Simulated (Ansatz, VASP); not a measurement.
## PbS in VASP and in Ansatz

The input POSCAR:

```
PbS
1.0
    0.0000000000      2.8464000000      2.9650000000
    2.8464000000      0.0000000000      2.9650000000
    2.8464000000      2.8464000000      0.0000000000
Pb S
1 1
Direct
    0.0000000000      0.0000000000      0.0000000000
    0.5000000000      0.5000000000      0.5000000000
```

The input INCAR.step1:

```
SYSTEM = PbS
PREC = Accurate
ENCUT = 520
ISMEAR = 0
SIGMA = 0.05
LREAL = .False.
LASPH = .True.
NELM = 100
NBANDS = 17
GGA = PE
ALGO = Normal
EDIFF = 1E-4
LWAVE = .True.
LCHARG = .False.
```

The input INCAR.step2:

```
SYSTEM = PbS
PREC = Accurate
ENCUT = 520
EDIFF = 1E-6
ISMEAR = 0
SIGMA = 0.05
LREAL = .False.
LASPH = .True.
NELM = 100
ALGO = Normal
ISIF = 2
LWAVE = .False.
LCHARG = .False.
METAGGA = R2SCAN
LMIXTAU = .True.
NBANDS = 17
ISTART = 1
```

The input KPOINTS:

```
regular mesh
0
Gamma
  8 8 8
  0 0 0
```

Input for Ansatz:

```yaml
crystal:
  lattice:
    - [0.0, 2.8464, 2.965]
    - [2.8464, 0.0, 2.965]
    - [2.8464, 2.8464, 0.0]
  atoms:
    - { symbol: Pb, position: [0.0, 0.0, 0.0] }
    - { symbol: S, position: [0.5, 0.5, 0.5] }
basis:
  ecutwfc: 500
kpoints:
  mp_grid: { grid: [8, 8, 8] }
hamiltonian:
  xc: r2scan
scf:
  occupations: { method: gaussian, width: 0.05 }
output:
  forces: true
  stress: true
  eigenvalues: true
```

Change from the starting cell: strain -0.0400 x Voigt [1, 1, 0, 0, 0, 0], atoms carried along.

Alike in both runs: task single point; functional r2SCAN; k mesh 8 × 8 × 8; occupations gaussian, width 0.05 eV; no spin polarisation.

```csv
,VASP,Ansatz
version,VASP 6.6.1,Ansatz 0.2.0
potentials or method,"VASP PAW PBE potentials, release 64 (Pb_d, S), cutoff 520 eV","scalar-relativistic, plane waves, PAW"
valence electrons in the cell,20,20
```

|  | VASP | Ansatz | Ansatz less VASP |
| --- | --- | --- | --- |
| gap on the k mesh at the Fermi level (eV) | 0.20 | 0.19 | -0.012 |
| least direct gap on the mesh (eV) | 0.20 | 0.19 | -0.012 |
| pressure (GPa) | 7.8 | 7.8 | +0.01 |
| traceless stress, the component that is largest in VASP (GPa) | -4.96 | -4.94 | +0.018 |

VASP's potentials were made for PBE, not for r2SCAN.

Neither program's run includes spin-orbit coupling.
